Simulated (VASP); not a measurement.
# Pb32S33 (a cell with a defect) in VASP: single point with PBEsol

Aim: the single point of Pb32S33 (a cell with a defect) with PBEsol.

Everything below comes from runs of VASP 6.6.1. Logs are shortened: lines on timing, memory, paths and dates and some standing lists are left out, and cuts for length are marked.

**1. The cell of the first run**

The cell holds a defect, 65 atoms: a = 11.800 Å, b = 11.800 Å, c = 11.800 Å, α = 90.00°, β = 90.00°, γ = 90.00°.

**2. Single point, PBEsol, collinear spin**

Input file INCAR:

```
PREC     = Accurate       # precision mode
ENCUT    = 400            # plane-wave cutoff, eV
EDIFF    = 1E-6           # SCF threshold, eV
ISMEAR   = -1             # smearing method
SIGMA    = 0.05           # smearing width, eV
LREAL    = Auto         
LASPH    = T              # aspherical terms in the spheres
NELM     = 200            # most SCF steps
ALGO     = Normal         # electronic algorithm
ISIF     = 2              # what is computed and relaxed
LWAVE    = F              # write WAVECAR
LCHARG   = F              # write CHGCAR
ISPIN    = 2              # spin polarisation
MAGMOM   = 0 0 0 0.091 0 0 0 0 0 0 0 0 0 0.091 0 0.091 0 0 0 0 0 0 0.091 0.091 0 0 0 0 0 0 0 0 0.091 0 0 0 0 0 0 0 0.091 0 0.091 0 0.091 0 0 0 0 0 0 0.091 0.091 0 0 0 0 0 0 0 0 0 0 0 0 # initial moments
LORBIT   = 11             # projections on sites
GGA      = PS             # functional
NBANDS   = 365            # bands
NELECT   = 647.0        
ISYM     = -1           
GGA_COMPAT= F            
KPAR     = 1
```

Input file KPOINTS:

```
explicit points
1
Reciprocal
  0.25000000   0.25000000   0.25000000 1
```

Input file POSCAR:

```
Pb32S33
1.0
   11.8000000000      0.0000000000      0.0000000000
    0.0000000000     11.8000000000      0.0000000000
    0.0000000000      0.0000000000     11.8000000000
S Pb
33 32
Direct
    0.2518940000      0.0000930000      0.9998620000
    0.2514460000      0.9997110000      0.4998660000
    0.2517430000      0.4999990000      0.0010270000
    0.2008610000      0.4493410000      0.4506380000
    0.7518950000      0.0000300000      0.9998100000
    0.7515720000      0.9996560000      0.4998030000
    0.7518520000      0.5000250000      0.9997880000
    0.7514170000      0.4995140000      0.4997670000
    0.0019190000      0.2500870000      0.9993130000
    0.9998240000      0.2479660000      0.4991270000
    0.0023620000      0.7503360000      0.0002630000
    0.0015370000      0.7511100000      0.5002500000
    0.5021650000      0.2505420000      0.0001120000
    0.5028880000      0.2497970000      0.5000630000
    0.5025590000      0.7507480000      0.0010410000
    0.5040710000      0.7524180000      0.5012150000
    0.0018710000      0.9995880000      0.2498120000
    0.0023280000      0.0004390000      0.7500670000
    0.0000530000      0.4994420000      0.2479180000
    0.0017910000      0.5004080000      0.7508550000
    0.5021190000      0.0002660000      0.2502670000
    0.5025230000      0.0012870000      0.7504740000
    0.5030860000      0.5002040000      0.2495730000
    0.5043280000      0.5014920000      0.7523780000
    0.2514070000      0.2480280000      0.2477800000
    0.2521200000      0.2500640000      0.7506300000
    0.2521070000      0.7510530000      0.2495930000
    0.2532550000      0.7526460000      0.7523630000
    0.7515320000      0.2499310000      0.2497240000
    0.7521860000      0.2504750000      0.7499730000
    0.7521710000      0.7501740000      0.2502500000
    0.7530550000      0.7506760000      0.7504530000
    0.3000990000      0.5482660000      0.5494150000
    0.0016730000      0.0012770000      0.0009660000
    0.0000150000      0.0030460000      0.5002970000
    0.0001190000      0.5005670000      0.0029550000
    0.9848060000      0.5066660000      0.5062630000
    0.5028050000      0.9997640000      0.9994780000
    0.5042330000      0.9978440000      0.5000450000
    0.5043210000      0.5003040000      0.9978030000
    0.5180930000      0.4950440000      0.4946990000
    0.2523700000      0.2482480000      0.0027880000
    0.2583100000      0.2331910000      0.5059330000
    0.2521660000      0.7524470000      0.9978420000
    0.2469320000      0.7662940000      0.4947810000
    0.7530990000      0.2497540000      0.0008950000
    0.7548180000      0.2481110000      0.5002430000
    0.7516160000      0.7509550000      0.9995200000
    0.7496640000      0.7523630000      0.5000920000
    0.2522590000      0.0027960000      0.2479750000
    0.2520700000      0.9978440000      0.7522100000
    0.2580020000      0.5059940000      0.2341840000
    0.2467710000      0.4949460000      0.7671980000
    0.7529720000      0.0010740000      0.2494670000
    0.7515250000      0.9997180000      0.7506590000
    0.7547520000      0.5004010000      0.2479550000
    0.7496220000      0.5002640000      0.7522250000
    0.0052330000      0.2533920000      0.2532370000
    0.0022060000      0.2504500000      0.7503430000
    0.0021800000      0.7506540000      0.2502320000
    0.0022580000      0.7508200000      0.7506410000
    0.5025520000      0.2502850000      0.2501260000
    0.5025320000      0.2504810000      0.7504760000
    0.5024960000      0.7506350000      0.2501910000
    0.4996590000      0.7478640000      0.7477100000
```

Potentials or basis: VASP PAW PBE potentials, release 64 (S, Pb_d).

Command:

```
$ cat potpaw_PBE.64/S/POTCAR potpaw_PBE.64/Pb_d/POTCAR > POTCAR
$ mpirun -np 4 vasp_std > vasp.out
```

OUTCAR:

```text
PREC = Accurate
   ENCUT = 400
   EDIFF = 1E-6
   ISMEAR = -1
   LREAL = Auto
   LASPH = T
   NELM = 200
   ISIF = 2
   ISPIN = 2
   LORBIT = 11
   GGA = PS
   NELECT = 647.0
   ISYM = -1

 ion  position               nearest neighbor table
   1  0.252  0.000  1.000-  44 2.92  51 2.92  50 2.93  42 2.93  34 2.95  38 2.96
   2  0.251  1.000  0.500-  45 2.76  43 2.76  35 2.97  50 2.97  51 2.98  39 2.98
   3  0.252  0.500  0.001-  52 2.75  53 2.76  36 2.97  42 2.97  44 2.98  40 2.98
   4  0.201  0.449  0.451-  33 2.02  37 2.72  43 2.72  52 2.72
   5  0.752  0.000  1.000-  48 2.94  38 2.94  55 2.94  54 2.95  46 2.95  34 2.95
   6  0.752  1.000  0.500-  49 2.92  39 2.92  35 2.93  47 2.93  54 2.95  55 2.96
   7  0.752  0.500  1.000-  40 2.92  57 2.92  56 2.93  36 2.93  46 2.95  48 2.96
   8  0.751  0.500  0.500-  41 2.75  37 2.76  47 2.97  56 2.97  57 2.98  49 2.98
   9  0.002  0.250  0.999-  34 2.94  46 2.94  59 2.94  42 2.96  36 2.96  58 3.00
  10  1.000  0.248  0.499-  35 2.89  47 2.89  58 2.90  59 2.96  43 3.06  37 3.06
[... 20 lines left out ...]
  31  0.752  0.750  0.250-  64 2.95  56 2.95  49 2.95  60 2.95  48 2.96  54 2.96
  32  0.753  0.751  0.750-  55 2.94  48 2.94  61 2.94  49 2.95  57 2.96  65 2.99
  33  0.300  0.548  0.549-   4 2.02  53 2.72  41 2.73  45 2.73
  34  0.002  0.001  0.001-   9 2.94  17 2.94   5 2.95   1 2.95  18 2.96  11 2.96
  35  0.000  0.003  0.500-  10 2.89   6 2.93  18 2.95  17 2.96   2 2.97  12 2.97  45 4.04  43 4.08
                            47 4.09
  36  0.000  0.501  0.003-  19 2.89   7 2.93  11 2.95   9 2.96   3 2.97  20 2.97  53 4.03  52 4.09
                            56 4.09
  37  0.985  0.507  0.506-   4 2.72   8 2.76  12 2.89  20 2.89  19 3.05  10 3.06  49 4.01  57 4.02
                            61 4.08  56 4.08  47 4.08
  38  0.503  1.000  0.999-  22 2.94  15 2.94   5 2.94  13 2.96  21 2.96   1 2.96
  39  0.504  0.998  0.500-  16 2.90   6 2.92  21 2.95  22 2.96  14 2.97   2 2.98  43 4.02  45 4.09
                            49 4.10
  40  0.504  0.500  0.998-  24 2.90   7 2.92  13 2.95  15 2.96  23 2.97   3 2.98  52 4.03  53 4.08
                            57 4.10
  41  0.518  0.495  0.495-  33 2.73   8 2.75  23 2.90  14 2.90  16 3.04  24 3.05  56 4.03  47 4.04
                            49 4.09  57 4.09  62 4.09
  42  0.252  0.248  0.003-  25 2.89   1 2.93  13 2.95   9 2.96   3 2.97  26 2.98  53 4.03  52 4.09
                            50 4.09
  43  0.258  0.233  0.506-   4 2.72   2 2.76  14 2.89  26 2.90  25 3.05  10 3.06  39 4.02  51 4.02
[... 19 lines left out ...]
  54  0.753  0.001  0.249-  29 2.94  17 2.94   5 2.95   6 2.95  21 2.96  31 2.96
  55  0.752  1.000  0.751-  22 2.94  32 2.94   5 2.94  30 2.96  18 2.96   6 2.96
  56  0.755  0.500  0.248-  19 2.89   7 2.93  31 2.95  29 2.96  23 2.97   8 2.97  41 4.03  37 4.08
                            36 4.09
  57  0.750  0.500  0.752-  24 2.89   7 2.92  30 2.95  32 2.96  20 2.98   8 2.98  37 4.02  41 4.09
                            40 4.10
  58  0.005  0.253  0.253-  10 2.90  19 2.90  25 2.91  29 2.99  17 3.00   9 3.00
  59  0.002  0.250  0.750-   9 2.94  26 2.95  20 2.95  18 2.95  30 2.95  10 2.96  53 4.09
  60  0.002  0.751  0.250-  17 2.94  27 2.95  11 2.95  31 2.95  12 2.95  19 2.96  45 4.09
  61  0.002  0.751  0.751-  32 2.94  18 2.95  11 2.95  12 2.95  20 2.95  28 2.96  37 4.08
  62  0.503  0.250  0.250-  29 2.94  23 2.95  14 2.95  13 2.95  21 2.95  25 2.96  41 4.09
  63  0.503  0.250  0.750-  22 2.94  13 2.95  30 2.95  26 2.95  14 2.95  24 2.96  43 4.08
  64  0.502  0.751  0.250-  15 2.94  21 2.95  31 2.95  27 2.95  23 2.96  16 2.96  52 4.09
  65  0.500  0.748  0.748-  24 2.91  28 2.91  16 2.91  15 2.99  32 2.99  22 2.99

IMPORTANT INFORMATION: All symmetrisations will be switched off!
NOSYMM: (Re-)initialisation of all symmetry stuff for point group C_1.

----------------------------------------------------------------------------------------

                                     Primitive cell

  volume of cell :    1643.0320

  direct lattice vectors                    reciprocal lattice vectors
    11.800000000  0.000000000  0.000000000     0.084745763  0.000000000  0.000000000
     0.000000000 11.800000000  0.000000000     0.000000000  0.084745763  0.000000000
     0.000000000  0.000000000 11.800000000     0.000000000  0.000000000  0.084745763

  length of vectors
    11.800000000 11.800000000 11.800000000     0.084745763  0.084745763  0.084745763

  position of ions in fractional coordinates (direct lattice)
     0.251894000  0.000093000  0.999862000
     0.251446000  0.999711000  0.499866000
[... 180 lines left out ...]
     AMIX     =   0.40;   BMIX     =  1.00
     AMIX_MAG =   1.60;   BMIX_MAG =  1.00
  volume/ion in A,a.u.               =      25.28       170.58
  Fermi-wavevector in a.u.,A,eV,Ry     =   1.199944  2.267565 19.590555  1.439865
  Thomas-Fermi vector in A             =   2.335793
   LORBIT       =     11    0 simple, 1 ext, 2 COOP (PROOUT), +10 PAW based schemes
   GGA     = PS    functional components
   LHFCALC =     F    Hartree Fock is set to
   AEXX    =    0.0000 exact exchange contribution
   IVDW    =     0    specifies the selected vdW correction
   LEPSILON=     F    determine dielectric tensor
   LRPA    =     F    only Hartree local field effects (RPA)
 spin polarized calculation
  energy-cutoff  :      400.00
  volume of cell :     1643.03
 maximum number of plane-waves:     29824
 NGX is ok and might be reduce to    80
   NGX = 39   NGY = 39   NGZ = 39

 number of electron     646.9999910 magnetization       0.0007883

 Free energy of the ion-electron system (eV)
  ---------------------------------------------------
  ext. energy  EPLUGINS =         0.00000000
  ---------------------------------------------------
  free energy    TOTEN  =      -298.92538637 eV

  energy without entropy =     -298.83829780  energy(sigma->0) =     -298.88184208

 E-fermi :   6.9323     XC(G=0): -10.0274

 val. band max:        5.6709563128   @ k =   0.2500   0.2500   0.2500
 cond. band min:       6.9386986358   @ k =   0.2500   0.2500   0.2500
 fundamental gap:      1.2677423231
 Fermi energy:         6.9323001599

 spin component 1

 k-point     1 :       0.2500    0.2500    0.2500
  band No.  band energies     occupation
      1     -10.9405      1.00000
      2     -10.9050      1.00000
      3     -10.9009      1.00000
      4     -10.9006      1.00000
      5     -10.8750      1.00000
      6     -10.8749      1.00000
[... 327 lines left out ...]
    334       7.7894      0.00000
    335       7.7967      0.00000
 Fermi energy:         6.9323001599

 spin component 2

 k-point     1 :       0.2500    0.2500    0.2500
  band No.  band energies     occupation
      1     -10.9405      1.00000
      2     -10.9050      1.00000
      3     -10.9009      1.00000
      4     -10.9006      1.00000
      5     -10.8750      1.00000
      6     -10.8749      1.00000
[... 327 lines left out ...]
    334       7.7894      0.00000
    335       7.7967      0.00000
 [bands above 335 left out]

------------------------ aborting loop because EDIFF is reached ----------------------------------------

  FORCE on cell =-STRESS in cart. coord.  units (eV):
  Direction    XX          YY          ZZ          XY          YZ          ZX
  --------------------------------------------------------------------------------------
  -------------------------------------------------------------------------------------
  Total       24.1260454     24.1291763     24.1033296     -1.7759368     -1.7701807     -1.7732400
  in kB       23.5261413     23.5291944     23.5039904     -1.7317774     -1.7261645     -1.7291476
  external PRESSURE =      23.5197754 kB  Pullay stress =       0.0000000 kB

 VOLUME and BASIS-vectors are now :
 -----------------------------------------------------------------------------
  energy-cutoff  :      400.00
  volume of cell :     1643.03
      direct lattice vectors                 reciprocal lattice vectors
    11.800000000  0.000000000  0.000000000     0.084745763  0.000000000  0.000000000
     0.000000000 11.800000000  0.000000000     0.000000000  0.084745763  0.000000000
     0.000000000  0.000000000 11.800000000     0.000000000  0.000000000  0.084745763

 POSITION                                       TOTAL-FORCE (eV/Angst)
 -----------------------------------------------------------------------------------
      2.97235      0.00110     11.79837         0.001340      0.000144      0.001637
      2.96706     11.79659      5.89842         0.002908      0.005320      0.001159
      2.97057      5.89999      0.01212         0.000845      0.000387     -0.004706
      2.37016      5.30222      5.31753         0.048576      0.050202      0.045580
      8.87236      0.00035     11.79776         0.001559      0.001530      0.000805
      8.86855     11.79594      5.89768         0.004294      0.005126      0.002124
[... 57 lines left out ...]
      5.92945      8.85749      2.95225         0.001832      0.001048     -0.000711
      5.89598      8.82480      8.82298         0.000624      0.001121      0.000260
 -----------------------------------------------------------------------------------
    total drift:                                0.006122      0.006202      0.005371

  FREE ENERGIE OF THE ION-ELECTRON SYSTEM (eV)
  ---------------------------------------------------
  free  energy   TOTEN  =      -298.9253863666 eV

  energy  without entropy=     -298.8382978013  energy(sigma->0) =     -298.88184208

 total charge

# of ion       s       p       d       tot
------------------------------------------
    1        1.350   2.314   0.000   3.665
    2        1.356   2.327   0.000   3.683
    3        1.356   2.326   0.000   3.683
    4        1.359   2.347   0.000   3.706
    5        1.350   2.313   0.000   3.663
    6        1.350   2.314   0.000   3.665
[... 57 lines left out ...]
   64        1.471   0.532   9.844  11.848
   65        1.471   0.534   9.844  11.849
--------------------------------------------------
tot         91.698  93.776 315.062 500.536

 magnetization (x)

# of ion       s       p       d       tot
------------------------------------------
    1        0.000  -0.000   0.000  -0.000
    2        0.000  -0.000   0.000  -0.000
    3        0.000  -0.000   0.000  -0.000
    4       -0.000  -0.000   0.000  -0.000
    5        0.000   0.000   0.000   0.000
    6        0.000  -0.000   0.000  -0.000
[... 57 lines left out ...]
   64       -0.000   0.000  -0.000   0.000
   65       -0.000   0.000  -0.000   0.000
--------------------------------------------------
tot         -0.000  -0.000  -0.000  -0.000
```

Wall time 5.6 min (4 MPI ranks of Intel Xeon Platinum 8375C at 2.90GHz (Ice Lake), shared host); peak memory 0.58 GiB.

Results:

```
Free energy                                           : -298.9254 eV
Largest force                                         : 0.083 eV/Å
Net moment                                            : 0.00 μB per cell
Valence electrons inside the program's atomic spheres : S 3.67, 3.68, 3.71, 3.66 (each value once); Pb 11.85, 11.86, 11.90 (each value once)
```

Forces in eV/Å, atoms in the order of the input:
```
S    0.001  0.000  0.002
S    0.003  0.005  0.001
S    0.001  0.000 -0.005
S    0.049  0.050  0.046
S    0.002  0.002  0.001
S    0.004  0.005  0.002
S    0.002  0.002  0.003
S    0.007  0.004  0.002
S    0.000  0.000  0.001
S   -0.004 -0.002  0.004
S   -0.002  0.000 -0.001
S   -0.002 -0.002 -0.001
S    0.000 -0.001  0.000
S   -0.001 -0.002  0.002
S    0.000 -0.001 -0.001
S    0.007  0.002 -0.002
S   -0.001  0.001  0.000
S   -0.002 -0.001  0.000
S   -0.005  0.003 -0.003
S   -0.003  0.000 -0.001
S   -0.001  0.000 -0.001
S    0.000 -0.001 -0.001
S   -0.003  0.002 -0.001
S    0.006 -0.002  0.002
S    0.000 -0.002 -0.002
S    0.001 -0.003  0.001
S    0.000 -0.002  0.000
S   -0.002  0.003  0.003
S    0.000  0.000  0.001
S   -0.001  0.000  0.001
S   -0.002  0.001  0.000
S   -0.001  0.000  0.000
S   -0.041 -0.041 -0.046
Pb  -0.003 -0.001  0.000
Pb  -0.002  0.000 -0.001
Pb  -0.002  0.000  0.000
Pb  -0.003 -0.001  0.001
Pb   0.001  0.000  0.000
Pb  -0.001 -0.001  0.000
Pb  -0.001  0.001  0.000
Pb   0.004 -0.001 -0.001
Pb   0.001 -0.002  0.000
Pb   0.002 -0.007  0.003
Pb   0.001  0.000 -0.001
Pb  -0.003  0.006 -0.001
Pb  -0.001 -0.002 -0.001
Pb   0.000 -0.002 -0.001
Pb   0.000  0.001  0.000
Pb  -0.003  0.001  0.000
Pb   0.001  0.000  0.000
Pb   0.001  0.000  0.001
Pb   0.002  0.003 -0.004
Pb  -0.003 -0.002  0.009
Pb  -0.001 -0.001 -0.001
Pb   0.000 -0.001  0.002
Pb   0.000 -0.001  0.000
Pb  -0.001  0.000  0.002
Pb  -0.005 -0.005 -0.006
Pb   0.000 -0.002 -0.001
Pb  -0.001 -0.001 -0.002
Pb   0.001  0.000  0.000
Pb   0.000 -0.003 -0.003
Pb   0.000 -0.001  0.001
Pb   0.002  0.001 -0.001
Pb   0.001  0.001  0.000
```

Caveat: the cell carries a net charge on a neutralising background, which shifts energy and pressure; the cell is charged against a uniform background, so pressure and absolute levels hang on convention; the PAW data sets were made with another functional, which shifts forces and pressure a little; spin-orbit coupling is left out, which moves the levels of the heavy elements.
